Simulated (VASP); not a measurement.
**As: relaxation of cell and atoms with PBE**

The system is As.

```
CELL_PARAMETERS angstrom
6.89549 0.00000 0.00000
0.00000 6.89549 0.00000
0.00000 0.00000 2.78431
ATOMIC_POSITIONS crystal
As 0.12752 0.37248 0.00000
As 0.37248 0.87248 0.00000
As 0.87248 0.62752 0.00000
As 0.62752 0.12752 0.00000
As 0.00000 0.00000 0.00000
As 0.50000 0.50000 0.00000
```

- Program: VASP 6.6.1
- Task: relaxation of cell and atoms
- Functional: PBE
- Potentials or basis: VASP PAW PBE potentials, release 64 (As)
- Cutoff: 600 eV
- k mesh: 6 × 6 × 14
- Occupations: gaussian, width 0.1 eV
- Spin: no spin polarisation
- Dipole correction: no
- Further INCAR settings: ALGO = Normal; EDIFF = 1e-07; IBRION = 2; EDIFFG = -0.01; NSW = 100; ISIF = 3

| Property | Result |
| --- | --- |
| Relaxed volume | 22.15 Å³/atom |
| Relaxed cell | a = 6.928 Å, b = 6.928 Å, c = 2.770 Å, α = 90.00°, β = 90.00°, γ = 90.00° |
| Space group after relaxing (to 0.05 Å) | P4/mbm (No. 127) |
| Energy gained by relaxing | 0.8 meV/atom |
| Ionic steps | 7 |
| Pressure after relaxing | 0.0 GPa |
| Largest force after relaxing | 0.010 eV/Å |
| Band gap on the k mesh | zero (band 15 reaches 7.17 eV, above the bottom of band 16 at 2.45 eV) |

Forces in eV/Å, atoms in the order of the input:
```
As   0.007 -0.007  0.000
As  -0.007 -0.007  0.000
As  -0.007  0.007  0.000
As   0.007  0.007  0.000
As   0.000  0.000  0.000
As   0.000  0.000  0.000
```

The path:
```
step  energy change (eV)  largest force (eV/Å)  pressure (GPa)  volume (Å³)
   1              0.0000                0.0670            0.46       132.39
   2             -0.0037                0.0084           -0.31       133.61
   3             -0.0038                0.0172           -0.18       133.40
   4             -0.0044                0.0197           -0.04       133.04
   5             -0.0044                0.0206            0.01       132.93
   6             -0.0044                0.0206            0.02       132.92
   7             -0.0045                0.0099            0.00       132.91
```

Final structure:
```
As
1.0
     6.92750    0.00000    0.00000
     0.00000    6.92750    0.00000
     0.00000    0.00000    2.76955
As
6
Direct
  0.12806 0.37194 0.00000
  0.37194 0.87194 0.00000
  0.87194 0.62806 0.00000
  0.62806 0.12806 0.00000
  0.00000 0.00000 0.00000
  0.50000 0.50000 0.00000
```

Levels at points of the mesh, in eV from the Fermi level:
| k point | band 11 | band 12 | band 13 | band 14 | band 15 | band 16 | band 17 | band 18 | band 19 |
| --- | --- | --- | --- | --- | --- | --- | --- | --- | --- |
| (0.00, 0.00, 0.00) | -1.36 | -1.36 | -1.08 | 0.33 | 1.96 | 1.96 | 2.94 | 2.94 | 3.66 |
| (0.50, 0.00, 0.00) | -2.64 | -2.64 | 0.50 | 0.50 | 1.31 | 1.31 | 3.69 | 3.69 | 4.19 |
| (0.50, 0.50, 0.00) | -2.68 | -2.68 | 0.51 | 0.51 | 1.18 | 1.18 | 4.67 | 4.67 | 4.70 |
| (0.00, 0.00, 0.50) | -3.70 | -3.45 | -3.45 | -3.16 | -2.22 | -0.30 | 1.14 | 1.22 | 1.22 |
| (0.50, 0.00, 0.50) | -3.06 | -3.06 | -2.97 | -2.97 | -1.66 | -1.66 | -0.21 | -0.21 | 3.09 |
| (0.50, 0.50, 0.50) | -2.90 | -2.90 | -2.72 | -2.72 | -2.44 | -2.44 | -0.04 | -0.04 | 3.00 |

It took 13 min on 1 thread of Intel(R) Xeon(R) Platinum 8259CL CPU @ 2.50GHz (Skylake/Cascade Lake), on a shared host, peak memory 0.39 GiB.
